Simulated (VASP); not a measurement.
Input of a VASP 6.6.1 run:

File INCAR:

```
SYSTEM = In
PREC = Accurate ; ENCUT = 520
EDIFF = 1E-7 ; ISMEAR = -1
SIGMA = 0.08 ; LREAL = .False.
LASPH = .True. ; NELM = 60
ALGO = Normal ; ISIF = 2
LWAVE = .False. ; LCHARG = .False.
GGA = PE ; NBANDS = 12
```

File KPOINTS:

```
Automatic mesh
0
Gamma
  16 16 16
  0 0 0
```

POSCAR

```
In
1.0
   -1.7058620226      1.7058620226      1.7058620226
    1.7058620226     -1.7058620226      1.7058620226
    1.7058620226      1.7058620226     -1.7058620226
In
1
Direct
    0.0000000000      0.0000000000      0.0000000000
```

Potentials or basis: VASP PAW PBE potentials, release 64 (In_d).

The run is started by

```console
$ cat potpaw_PBE.64/In_d/POTCAR > POTCAR
$ mpirun -np 1 vasp_std > vasp.out
```

**Question.** What does it give for the pressure?

**Answer.** 27.7 GPa.

Caveat: the cell differs from its parent crystal (volume scaled by 0.713, to set the pressure).
